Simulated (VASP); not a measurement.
Runs of VASP 6.6.1 on Ag. The structure is that of space group Im-3m (No. 229), or close to it. The cells are those of the table. 

| task | cell | cutoff (eV) | gap on the mesh (eV) | pressure (GPa) | relaxed volume (Å³/atom) |
| --- | --- | --- | --- | --- | --- |
| relaxation of cell and atoms | relaxed from a = 2.850 Å, angles 109.5°, 1 atom | 600 | none | 0.0 | 17.99 |
| relaxation of cell and atoms | relaxed from a = 2.861 Å, angles 109.5°, 1 atom | 600 | none | 0.0 | 17.99 |
| single point | a = 2.861 Å, angles 109.5°, 1 atom | 520 | none | (a) | - |
| single point | a = 2.935 Å, angles 109.5°, 1 atom | 520 | none | -5.5 | - |

Alike in all rows: level PBE; potentials or basis VASP PAW PBE potentials, release 64 (Ag); no spin polarisation; k mesh 18 × 18 × 18; smearing fermi-dirac 0.05 eV.

Problem. Fill in the values left out.

Solution. (a) -0.1.

A k mesh can miss the band edges, and the runs leave out spin-orbit coupling on Ag.

A gap of «none» marks levels without a gap at the run's occupations.
